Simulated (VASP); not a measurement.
# InP in VASP: further runs

The runs below take InP through electric field gradients, with PBE.

Program: VASP 6.6.1. These are calculated values, not measurements. Logs are shortened: lines on timing, memory, paths and dates and some standing lists are left out, and cuts for length are marked.

### 1 The cell of the first run

It takes space group R-3m (No. 166, trigonal). Conventional cell: a = 4.017 Å, b = 4.017 Å, c = 9.989 Å, α = 90.00°, β = 90.00°, γ = 120.00°. In (site symmetry -3m) has 6 P at 2.86 Å within 3.8 Å. P (site symmetry -3m) has 6 In at 2.86 Å within 3.8 Å.

### 2 Electric field gradients, PBE (equal xy, yz and zx shear strains of +1 %)

INCAR

```
SYSTEM = InP
ALGO = Normal
EDIFF = 1E-8
ENCUT = 520
GGA = PE
ISIF = 2
ISMEAR = -1
LASPH = .TRUE.
LCHARG = .FALSE.
LEFG = .TRUE.
LREAL = .FALSE.
LWAVE = .FALSE.
NBANDS = 16
NELM = 60
PREC = Accurate
SIGMA = 0.03
```

KPOINTS

```
k-points
0
G
  11 11 11
  0 0 0
```

POSCAR

```
InP
1.0
    0.0285500000      2.8692750000      2.8692750000
    2.8692750000      0.0285500000      2.8692750000
    2.8692750000      2.8692750000      0.0285500000
In P
1 1
Direct
    0.0000000000      0.0000000000      0.0000000000
    0.5000000000      0.5000000000      0.5000000000
```

Potentials or basis: VASP PAW PBE potentials, release 64 (In_d, P).

Started as:

```console
$ cat potpaw_PBE.64/In_d/POTCAR potpaw_PBE.64/P/POTCAR > POTCAR
$ mpirun -np 1 vasp_std > vasp.out
```

OUTCAR:

```text
SYSTEM = InP
   EDIFF = 1E-8
   ENCUT = 520
   GGA = PE
   ISIF = 2
   ISMEAR = -1
   LASPH = .TRUE.
   LREAL = .FALSE.
   NELM = 60
   PREC = Accurate

 ion  position               nearest neighbor table
   1  0.000  0.000  0.000-   2 2.86   2 2.86   2 2.86   2 2.86   2 2.86   2 2.86
   2  0.500  0.500  0.500-   1 2.86   1 2.86   1 2.86   1 2.86   1 2.86   1 2.86

  LATTYP: Found a trigonal (rhomboedric) cell.
 ALAT       =     4.0578680552
 COS(alpha) =     0.5099250056

  Lattice vectors:

 A1 = (   0.0285500000,   2.8692750000,   2.8692750000)
 A2 = (   2.8692750000,   0.0285500000,   2.8692750000)
 A3 = (   2.8692750000,   2.8692750000,   0.0285500000)

Analysis of symmetry for initial positions (statically):
=====================================================================
 Subroutine PRICEL returns:
 Original cell was already a primitive cell.

 Routine SETGRP: Setting up the symmetry group for a
 trigonal (rhombohedral) supercell.

 Subroutine GETGRP returns: Found 12 space group operations
 (whereof 12 operations were pure point group operations)
 out of a pool of 12 trial point group operations.

The static configuration has the point symmetry D_3d.

Analysis of symmetry for dynamics (positions and initial velocities):
=====================================================================
 Subroutine PRICEL returns:
 Original cell was already a primitive cell.

 Routine SETGRP: Setting up the symmetry group for a
 trigonal (rhombohedral) supercell.

 Subroutine GETGRP returns: Found 12 space group operations
 (whereof 12 operations were pure point group operations)
 out of a pool of 12 trial point group operations.

The dynamic configuration has the point symmetry D_3d.

 Subroutine INISYM returns: Found 12 space group operations
 (whereof 12 operations are pure point group operations),
 and found     1 'primitive' translations

----------------------------------------------------------------------------------------

                                     Primitive cell

  volume of cell :      46.5389

  direct lattice vectors                    reciprocal lattice vectors
     0.028550000  2.869275000  2.869275000    -0.176882749  0.175140062  0.175140062
     2.869275000  0.028550000  2.869275000     0.175140062 -0.176882749  0.175140062
     2.869275000  2.869275000  0.028550000     0.175140062  0.175140062 -0.176882749

  length of vectors
     4.057868055  4.057868055  4.057868055     0.304360953  0.304360953  0.304360953

  position of ions in fractional coordinates (direct lattice)
     0.000000000  0.000000000  0.000000000
     0.500000000  0.500000000  0.500000000

  ion indices of the primitive-cell ions
   primitive index   ion index
                 1           1
                 2           2

----------------------------------------------------------------------------------------

 KPOINTS: k-points

Automatic generation of k-mesh.
 Grid dimensions read from file:
 generate k-points for:   11   11   11

 Generating k-lattice:

  Cartesian coordinates                     Fractional coordinates (reciprocal lattice)
    -0.016080250  0.015921824  0.015921824     0.090909091  0.000000000  0.000000000
     0.015921824 -0.016080250  0.015921824     0.000000000  0.090909091  0.000000000
     0.015921824  0.015921824 -0.016080250     0.000000000  0.000000000  0.090909091

  Length of vectors
     0.027669178  0.027669178  0.027669178

  Shift w.r.t. Gamma in fractional coordinates (k-lattice)
     0.000000000  0.000000000  0.000000000

 Subroutine IBZKPT returns following result:
 ===========================================

 Found    146 irreducible k-points:

 Following reciprocal coordinates:
            Coordinates               Weight
  0.000000  0.000000  0.000000      1.000000
  0.090909 -0.000000  0.000000      6.000000
  0.181818  0.000000  0.000000      6.000000
  0.272727  0.000000 -0.000000      6.000000
  0.363636 -0.000000 -0.000000      6.000000
  0.454545  0.000000  0.000000      6.000000
[... 16 lines left out ...]
 -0.272727  0.181818 -0.000000     12.000000
 -0.181818  0.181818  0.000000      6.000000
 [... further k-points ...]
   k-points           NKPTS =    146   k-points in BZ     NKDIM =    146   number of bands    NBANDS=     16
   number of dos      NEDOS =    301   number of ions     NIONS =      2
   total plane-waves  NPLWV =  27000
   dimension x,y,z NGX =    30 NGY =   30 NGZ =   30
   dimension x,y,z NGXF=    60 NGYF=   60 NGZF=   60
   ions per type =               1   1
   NGX,Y,Z   is equivalent  to a cutoff of  12.29, 12.29, 12.29 a.u.
   NGXF,Y,Z  is equivalent  to a cutoff of  24.58, 24.58, 24.58 a.u.
 SYSTEM =  InP
   PREC   = accura    normal or accurate (medium, high low for compatibility)
   ISTART =      0    job   : 0-new  1-cont  2-samecut
   ICHARG =      2    charge: 1-file 2-atom 10-const
   ISPIN  =      1    spin polarized calculation?
   LNONCOLLINEAR =      F non collinear calculations
   LSORBIT =      F    spin-orbit coupling
   LASPH  =      T    aspherical Exc in radial PAW
   ENCUT  =  520.0 eV  38.22 Ry    6.18 a.u.   7.54  7.54  7.54*2*pi/ulx,y,z
   NELM   =     60;   NELMIN=  2; NELMDL= -5     # of ELM steps
   EDIFF  = 0.1E-07   stopping-criterion for ELM
   LREAL  =      F    real-space projection
   EDIFFG = 0.1E-06   stopping-criterion for IOM
   NSW    =      0    number of steps for IOM
   IBRION =     -1    ionic relax: 0-MD 1-quasi-New 2-CG
   NFREE  =      0    steps in history (QN), initial steepest desc. (CG)
   ISIF   =      2    stress and relaxation
   ISYM   =      2    0-nonsym 1-usesym 2-fastsym
   POTIM  = 0.5000    time-step for ionic-motion
   TEBEG  =    0.0;   TEEND  =   0.0 temperature during run
   PSTRESS=    0.0 pullay stress
   NELECT =      18.0000    total number of electrons
   NUPDOWN=      -1.0000    fix difference up-down
   EMIN   =  10.00;   EMAX   =-10.00  energy-range for DOS
   EFERMI =   0.00;   METHOD = LEGACY
   ISMEAR =    -1;   SIGMA  =   0.03  broadening in eV -4-tet -1-fermi 0-gaus
   EFERMI_NEDOS =   21; number of points for ismear=-14 and -15
   IALGO  =     38    algorithm
   IMIX   =      4    mixing-type and parameters
     AMIX     =   0.40;   BMIX     =  1.00
     AMIX_MAG =   1.60;   BMIX_MAG =  1.00
  volume/ion in A,a.u.               =      23.27       157.03
  Fermi-wavevector in a.u.,A,eV,Ry     =   1.192780  2.254028 19.357339  1.422724
  Thomas-Fermi vector in A             =   2.328810
   LORBIT       =      0    0 simple, 1 ext, 2 COOP (PROOUT), +10 PAW based schemes
   GGA     = PE    functional components
[... 5 lines left out ...]
 non-spin polarized calculation
  energy-cutoff  :      520.00
  volume of cell :       46.54
 maximum number of plane-waves:      1273
 NGX is ok and might be reduce to    30
   NGX = 15   NGY = 15   NGZ = 15

 number of electron      17.9999993 magnetization

 Free energy of the ion-electron system (eV)
  ---------------------------------------------------
  ext. energy  EPLUGINS =         0.00000000
  ---------------------------------------------------
  free energy    TOTEN  =        -7.84626683 eV

  energy without entropy =       -7.84369186  energy(sigma->0) =       -7.84497935

 E-fermi :   5.9420     XC(G=0):  -9.9779

 val. band max:        5.9358773708   @ k =   0.2727   0.2727   0.2727
 cond. band min:       5.9515403336   @ k =  -0.2727  -0.2727   0.1818
 fundamental gap:      0.0156629629
 Fermi energy:         5.9419822727

 k-point     1 :       0.0000    0.0000    0.0000
  band No.  band energies     occupation
      1      -8.1577      2.00000
      2      -8.1577      2.00000
      3      -8.1427      2.00000
      4      -8.1420      2.00000
      5      -8.1420      2.00000
      6      -5.4074      2.00000
[... 8 lines left out ...]
     15      13.8894      0.00000
     16      13.8896      0.00000

 k-point     2 :       0.0909   -0.0000    0.0000
  band No.  band energies     occupation
      1      -8.1607      2.00000
      2      -8.1588      2.00000
      3      -8.1423      2.00000
      4      -8.1394      2.00000
      5      -8.1384      2.00000
      6      -5.3149      2.00000
[... 8 lines left out ...]
     15      13.5801      0.00000
     16      13.9714      0.00000
[... 387 lines left out ...]
      5      -8.1003      2.00000
      6      -3.9632      2.00000
[... 8 lines left out ...]
     15      15.7872      0.00000
     16      17.9935      0.00000

 k-point    24 :      -0.1818    0.1818    0.0000
  band No.  band energies     occupation
      1      -8.1856      2.00000
      2      -8.1848      2.00000
      3      -8.1407      2.00000
      4      -8.1162      2.00000
      5      -8.1053      2.00000
      6      -4.4533      2.00000
[... 8 lines left out ...]
     15      15.6119      0.00000
     16      16.8053      0.00000

 [... further k-points ...]

------------------------ aborting loop because EDIFF is reached ----------------------------------------

  FORCE on cell =-STRESS in cart. coord.  units (eV):
  Direction    XX          YY          ZZ          XY          YZ          ZX
  --------------------------------------------------------------------------------------
  -------------------------------------------------------------------------------------
  Total       -1.5638090     -1.5638090     -1.5638090     -0.0856266     -0.0856266     -0.0856266
  in kB      -53.8367002    -53.8367002    -53.8367002     -2.9478362     -2.9478362     -2.9478362
  external PRESSURE =     -53.8367002 kB  Pullay stress =       0.0000000 kB

 VOLUME and BASIS-vectors are now :
 -----------------------------------------------------------------------------
  energy-cutoff  :      520.00
  volume of cell :       46.54
      direct lattice vectors                 reciprocal lattice vectors
     0.028550000  2.869275000  2.869275000    -0.176882749  0.175140062  0.175140062
     2.869275000  0.028550000  2.869275000     0.175140062 -0.176882749  0.175140062
     2.869275000  2.869275000  0.028550000     0.175140062  0.175140062 -0.176882749

 POSITION                                       TOTAL-FORCE (eV/Angst)
 -----------------------------------------------------------------------------------
      0.00000      0.00000      0.00000        -0.000000      0.000000     -0.000000
      2.88355      2.88355      2.88355         0.000000     -0.000000      0.000000
 -----------------------------------------------------------------------------------
    total drift:                               -0.000000      0.000000      0.000000

  FREE ENERGIE OF THE ION-ELECTRON SYSTEM (eV)
  ---------------------------------------------------
  free  energy   TOTEN  =        -7.8462668275 eV

  energy  without entropy=       -7.8436918628  energy(sigma->0) =       -7.84497935

 Electric field gradients (V/A^2)
---------------------------------------------------------------------
 ion       V_xx      V_yy      V_zz      V_xy      V_xz      V_yz
---------------------------------------------------------------------
   1      -0.000     0.000    -0.000    -1.891    -1.891    -1.891
   2       0.000     0.000    -0.000     0.094     0.094     0.094
---------------------------------------------------------------------

 Electric field gradients after diagonalization (V/A^2)
 (convention: |V_zz| > |V_xx| > |V_yy|)
----------------------------------------------------------------------
 ion       V_xx      V_yy      V_zz     asymmetry (V_yy - V_xx)/ V_zz
----------------------------------------------------------------------
   1       1.891     1.891    -3.782       0.000
   2      -0.094    -0.094     0.188       0.000
----------------------------------------------------------------------

           NMR quadrupolar parameters

 Cq : quadrupolar parameter    Cq=e*Q*V_zz/h
 eta: asymmetry parameters     (V_yy - V_xx)/ V_zz
 Q  : nuclear electric quadrupole moment in mb (millibarn)
----------------------------------------------------------------------
 ion       Cq(MHz)       eta       Q (mb)
----------------------------------------------------------------------
   1      -0.009       0.000       1.000
   2       0.000       0.000       1.000
----------------------------------------------------------------------
```

Run time: 3.1 min. Hardware: 1 thread of Intel Xeon 8259CL, shared host; peak memory 0.25 GiB.

What came out:

```
Free energy                             : -7.8463 eV
Pressure                                : -5.4 GPa
Band gap on the k mesh                  : zero (bands 9 and 10 overlap by 2.26 eV)
Largest electric field gradient by atom : In -3.8; P +0.2 V/Å²
```

Levels at points of the mesh, in eV from the Fermi level:
| k point | band 5 | band 6 | band 7 | band 8 | band 9 | band 10 | band 11 | band 12 | band 13 | band 14 |
| --- | --- | --- | --- | --- | --- | --- | --- | --- | --- | --- |
| (0.00, 0.00, 0.00) | -14.08 | -11.35 | -0.30 | -0.16 | -0.15 | -0.15 | 6.97 | 7.17 | 7.17 | 7.95 |

Electric field gradients, principal values (V/Å²):
```
atom   least  middle  greatest (by size)
1 In   1.891   1.891              -3.782
 2 P  -0.094  -0.094               0.188
```

Caveat: the cell differs from its parent crystal (equal xy, yz and zx shear strains of +1 %); the cell stands under tension; without QUAD_EFG the Cq values of the log hold for a quadrupole moment of 1 mb, not for the nuclei; spin-orbit coupling is left out, which moves the levels of the heavy elements.

### 3 Electric field gradients, PBE (equal xy, yz and zx shear strains of +1 %)

INCAR

```
  PREC = Accurate
  ENCUT = 520
  EDIFF = 1E-8
  ISMEAR = -1
  SIGMA = 0.03
  LREAL = F
  LASPH = T
  NELM = 80
  ALGO = Normal
  ISIF = 2
  LWAVE = F
  LCHARG = F
  GGA = PE
  LEFG = T
  NBANDS = 16
```

KPOINTS

```
Automatic mesh
0
Gamma
  11 11 11
```

POSCAR is that of step 2.

Potentials or basis: VASP PAW PBE potentials, release 64 (In_d, P).

Started as:

```console
$ cat potpaw_PBE.64/In_d/POTCAR potpaw_PBE.64/P/POTCAR > POTCAR
$ mpirun -np 1 vasp_std > vasp.out
```

OUTCAR:

```text
PREC = Accurate
   ENCUT = 520
   EDIFF = 1E-8
   ISMEAR = -1
   LREAL = F
   LASPH = T
   NELM = 80
   ISIF = 2
   GGA = PE

 ion  position               nearest neighbor table
   1  0.000  0.000  0.000-   2 2.86   2 2.86   2 2.86   2 2.86   2 2.86   2 2.86
   2  0.500  0.500  0.500-   1 2.86   1 2.86   1 2.86   1 2.86   1 2.86   1 2.86

  LATTYP: Found a trigonal (rhomboedric) cell.
 ALAT       =     4.0578680552
 COS(alpha) =     0.5099250056

  Lattice vectors:

 A1 = (   0.0285500000,   2.8692750000,   2.8692750000)
[... 670 lines left out ...]
  free  energy   TOTEN  =        -7.8462668275 eV

  energy  without entropy=       -7.8436918628  energy(sigma->0) =       -7.84497935

 Electric field gradients (V/A^2)
---------------------------------------------------------------------
 ion       V_xx      V_yy      V_zz      V_xy      V_xz      V_yz
---------------------------------------------------------------------
   1      -0.000     0.000    -0.000    -1.891    -1.891    -1.891
   2       0.000     0.000    -0.000     0.094     0.094     0.094
---------------------------------------------------------------------

 Electric field gradients after diagonalization (V/A^2)
 (convention: |V_zz| > |V_xx| > |V_yy|)
----------------------------------------------------------------------
 ion       V_xx      V_yy      V_zz     asymmetry (V_yy - V_xx)/ V_zz
----------------------------------------------------------------------
   1       1.891     1.891    -3.782       0.000
   2      -0.094    -0.094     0.188       0.000
----------------------------------------------------------------------

           NMR quadrupolar parameters

 Cq : quadrupolar parameter    Cq=e*Q*V_zz/h
 eta: asymmetry parameters     (V_yy - V_xx)/ V_zz
 Q  : nuclear electric quadrupole moment in mb (millibarn)
----------------------------------------------------------------------
 ion       Cq(MHz)       eta       Q (mb)
----------------------------------------------------------------------
   1      -0.009       0.000       1.000
   2       0.000       0.000       1.000
----------------------------------------------------------------------
```

OSZICAR:

```text
N       E                     dE             d eps       ncg     rms          rms(c)
DAV:   1     0.109167808001E+03    0.10917E+03   -0.84169E+03  4696   0.128E+03
DAV:   2    -0.117686531416E+01   -0.11034E+03   -0.10560E+03  5192   0.302E+02
DAV:   3    -0.795960762723E+01   -0.67827E+01   -0.66859E+01  6216   0.712E+01
DAV:   4    -0.812408513714E+01   -0.16448E+00   -0.16442E+00  5856   0.116E+01
DAV:   5    -0.813188986060E+01   -0.78047E-02   -0.78045E-02  6960   0.223E+00    0.407E+00
DAV:   6    -0.785049203168E+01    0.28140E+00   -0.53500E-01  7032   0.107E+01    0.230E+00
DAV:   7    -0.784603047347E+01    0.44616E-02   -0.61712E-02  6392   0.179E+00    0.105E+00
DAV:   8    -0.784611476515E+01   -0.84292E-04   -0.50831E-03  5808   0.798E-01    0.910E-02
DAV:   9    -0.784622270354E+01   -0.10794E-03   -0.32188E-04  6912   0.241E-01    0.672E-02
DAV:  10    -0.784625555949E+01   -0.32856E-04   -0.39225E-05  5720   0.511E-02    0.230E-02
DAV:  11    -0.784626649369E+01   -0.10934E-04   -0.10108E-05  6112   0.238E-02    0.563E-03
DAV:  12    -0.784626694546E+01   -0.45177E-06   -0.96106E-07  5888   0.124E-02    0.307E-03
DAV:  13    -0.784626686652E+01    0.78943E-07   -0.57482E-08  6280   0.303E-03    0.134E-03
DAV:  14    -0.784626682441E+01    0.42112E-07   -0.34132E-08  5480   0.109E-03    0.399E-04
DAV:  15    -0.784626682749E+01   -0.30850E-08   -0.51009E-10  3608   0.182E-04
   1 F= -.78462668E+01 E0= -.78449793E+01  d E =-.257496E-02
```

Run time: 2.6 min. Hardware: 1 thread of Intel Xeon 8259CL, shared host; peak memory 0.25 GiB.

What came out:

| Quantity | Value |
| --- | --- |
| Free energy | -7.8463 eV |
| Pressure | -5.4 GPa |
| Band gap on the k mesh | zero (bands 9 and 10 overlap by 2.26 eV) |
| Largest electric field gradient by atom | In -3.8; P +0.2 V/Å² |

Levels at points of the mesh, in eV from the Fermi level:
```
           k point  band 7  band 8  band 9  band 10  band 11  band 12
(0.00, 0.00, 0.00)   -0.30   -0.16   -0.15    -0.15     6.97     7.17
```

Electric field gradients, principal values (V/Å²):
```csv
atom,least,middle,greatest (by size)
1 In,1.891,1.891,-3.782
2 P,-0.094,-0.094,0.188
```

Caveat: the cell differs from its parent crystal (equal xy, yz and zx shear strains of +1 %); the cell stands under tension; without QUAD_EFG the Cq values of the log hold for a quadrupole moment of 1 mb, not for the nuclei; spin-orbit coupling is left out, which moves the levels of the heavy elements.

[end of part 1 of 2]
